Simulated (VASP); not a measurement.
Crystal: Hf.

```
Hf
1.0
     0.00000    2.24921    2.24921
     2.24921    0.00000    2.24921
     2.24921    2.24921    0.00000
Hf
1
Direct
  0.00000 0.00000 0.00000
```

This cell differs from its parent crystal: volume scaled by 1.04.

Base run:

| Quantity | Value |
| --- | --- |
| Program | VASP 6.6.1 |
| Functional | PBEsol |
| Potentials or basis | VASP PAW PBE potentials, release 64 (Hf_pv) |
| Cutoff | 520 eV |
| k mesh | 10 × 10 × 10 |
| Occupations | fermi-dirac, width 0.05 eV |
| Spin | no spin polarisation |

Its results: band gap on the k mesh zero (band 5 reaches 5.85 eV, above the bottom of band 6 at 4.07 eV); pressure -5.9 GPa.

Q: The run is repeated on the same cell with these changes: functional from PBEsol to LDA; potentials or basis from VASP PAW PBE potentials, release 64 (Hf_pv) to VASP PAW LDA potentials, release 64 (Hf_pv). What comes out?

A: Band gap on the k mesh zero (band 5 reaches 5.82 eV, above the bottom of band 6 at 4.11 eV); pressure -9.3 GPa.

Caveats: spin-orbit coupling is left out, which moves the levels of the heavy elements; the PAW data sets were made with another functional, which shifts forces and pressure a little (some runs).
